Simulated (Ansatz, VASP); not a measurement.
## One calculation of PbS, two programs

The input POSCAR:

```
PbS
1.0
    0.0000000000      3.3009774971      3.3009774971
    3.3009774971      0.0000000000      3.3009774971
    3.3009774971      3.3009774971      0.0000000000
Pb S
1 1
Direct
    0.0000000000      0.0000000000      0.0000000000
    0.2500000000      0.2500000000      0.2500000000
```

File INCAR.step1:

```
PREC     = Accurate       # precision mode
ENCUT    = 520            # plane-wave cutoff, eV
EDIFF    = 1E-5           # SCF threshold, eV
ISMEAR   = 0              # smearing method
SIGMA    = 0.01           # smearing width, eV
LREAL    = False          # projectors in reciprocal space
LASPH    = True           # aspherical terms in the spheres
NELM     = 80             # most SCF steps
ALGO     = Normal         # electronic algorithm
ISIF     = 2              # what is computed and relaxed
LWAVE    = True           # write WAVECAR
LCHARG   = False          # write CHGCAR
GGA      = PE             # functional
NBANDS   = 17             # bands
```

The input INCAR.step2:

```
PREC     = Accurate       # precision mode
ENCUT    = 520            # plane-wave cutoff, eV
EDIFF    = 1E-7           # SCF threshold, eV
ISMEAR   = 0              # smearing method
SIGMA    = 0.01           # smearing width, eV
LREAL    = False          # projectors in reciprocal space
LASPH    = True           # aspherical terms in the spheres
NELM     = 80             # most SCF steps
ALGO     = Normal         # electronic algorithm
ISIF     = 2              # what is computed and relaxed
LWAVE    = False          # write WAVECAR
LCHARG   = False          # write CHGCAR
GGA      = PE             # functional
LHFCALC  = True           # exact exchange
AEXX     = 0.3            # exact-exchange fraction
HFSCREEN = 0.3            # screening, 1/A
PRECFOCK = Normal       
ISTART   = 1            
NBANDS   = 17             # bands
```

KPOINTS

```
Automatic mesh
0
Gamma
  4 4 4
```

Input for Ansatz:

```yaml
crystal:
  lattice:
    - [0.0, 3.3009774971, 3.3009774971]
    - [3.3009774971, 0.0, 3.3009774971]
    - [3.3009774971, 3.3009774971, 0.0]
  atoms:
    - { symbol: Pb, position: [0.0, 0.0, 0.0] }
    - { symbol: S, position: [0.25, 0.25, 0.25] }
kpoints:
  mp_grid: { grid: [4, 4, 4] }
hamiltonian:
  xc: { exchange: pbe, correlation: pbe, exx: { coeff: 0.3, omega: 0.3 } }
scf:
  occupations: { method: fixed }
  n_extra_bands: 4
output:
  forces: true
  stress: true
  eigenvalues: true
```

Alike in both runs: task single point; functional PBE-based screened hybrid; k mesh 4 × 4 × 4; no spin polarisation.

|  | VASP | Ansatz |
| --- | --- | --- |
| version | VASP 6.6.1 | Ansatz 0.2.0 |
| potentials or method | VASP PAW PBE potentials, release 64 (Pb_d, S) | plane waves |
| plane-wave cutoff (eV) | 520 | 420 |
| occupations | gaussian, width 0.01 eV | fixed |
| valence electrons in the cell | 20 | 20 |

```csv
,VASP,Ansatz,Ansatz less VASP
gap on the k mesh at the Fermi level (eV),1.22,1.22,0.000
pressure (GPa),0.0,0.0,+0.05
```

VASP's potentials were made for PBE, not for PBE-based screened hybrid. Ansatz's warnings: stress exchange threshold loose, stress scf threshold loose.

Neither program's run includes spin-orbit coupling.
